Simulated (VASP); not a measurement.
Set up this calculation in VASP 6.6.1, as the native input.

* Task: single point
* Functional: PBEsol
* Potentials or basis: VASP PAW PBE potentials, release 64 (Ti_sv, N)
* Cutoff: 520 eV
* k mesh: 20 × 20 × 20
* Occupations: gaussian, width 0.15 eV
* Spin: collinear spin
* Starting moments: [0.625, 0.0] μB
* Fixed moment: 0.625 μB
* Dipole correction: no
* Further INCAR settings: ALGO = Normal; EDIFF = 1e-07; NBANDS = 20

The structure of TiN lies in POSCAR:

```
TiN
1.0
    0.0000000000      2.0443429201      2.0443429201
    2.0443429201      0.0000000000      2.0443429201
    2.0443429201      2.0443429201      0.0000000000
Ti N
1 1
Direct
    0.0000000000      0.0000000000      0.0000000000
    0.5000000000      0.5000000000      0.5000000000
```

These files were run (other wordings do the same):

INCAR

```
SYSTEM = TiN
ALGO = Normal
EDIFF = 1E-7
ENCUT = 520
GGA = PS
ISIF = 2
ISMEAR = 0
ISPIN = 2
LASPH = .TRUE.
LCHARG = .FALSE.
LMAXMIX = 4
LORBIT = 11
LREAL = .FALSE.
LWAVE = .FALSE.
MAGMOM = 0.625 0
NBANDS = 20
NELM = 150
NUPDOWN = 0.625
PREC = Accurate
SIGMA = 0.15
```

KPOINTS

```
k-points
0
G
  20 20 20
  0 0 0
```

Potentials or basis: VASP PAW PBE potentials, release 64 (Ti_sv, N).

The run is started by

```bash
$ cat potpaw_PBE.64/Ti_sv/POTCAR potpaw_PBE.64/N/POTCAR > POTCAR
$ mpirun -np 1 vasp_std > vasp.out
```

It gave:

| Property | Result |
| --- | --- |
| Pressure | 34.1 GPa |
| Net moment | 0.62 μB per cell |
| Site moments | Ti +0.47; N +0.04 μB |
| Valence electrons inside the program's atomic spheres | Ti 10.64; N 3.82 |

Caveat: the cell stands under pressure; the PAW data sets were made with another functional, which shifts forces and pressure a little; the total moment is fixed, so each spin has its own Fermi level and the state may be an excited one.

Run time: 3.4 min on 1 thread of Intel Xeon 8259CL, with other jobs on the host, peak memory 0.26 GiB.
